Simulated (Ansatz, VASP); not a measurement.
# Mo in VASP and in Ansatz

```
CELL_PARAMETERS angstrom
-2.32446 2.32446 1.21883
2.32446 -2.32446 1.21883
2.32446 2.32446 -1.21883
ATOMIC_POSITIONS crystal
Mo 0.62500 0.87500 0.75000
Mo 0.37500 0.12500 0.25000
```

Change from the starting cell: volume scaled by 0.78, LAPW.

Alike in both runs: task single point; functional PBE; k mesh 18 × 18 × 18; occupations fermi-dirac, width 0.05 eV; no spin polarisation.

|  | VASP | Ansatz |
| --- | --- | --- |
| version | VASP 6.6.1 | Ansatz 0.2.0 |
| potentials or method | VASP PAW PBE potentials, release 64 (Mo_sv), cutoff 520 eV | all-electron LAPW, scalar-relativistic |

```csv
,VASP,Ansatz,Ansatz less VASP
pressure (GPa),86.2,84.4,-1.79
```

Both programs put the cell under a high pressure, so it lies far from rest at this level. Ansatz ran all-electron here, and VASP with PAW potentials.

Noted on VASP's run: the cell as given lies far from equilibrium.
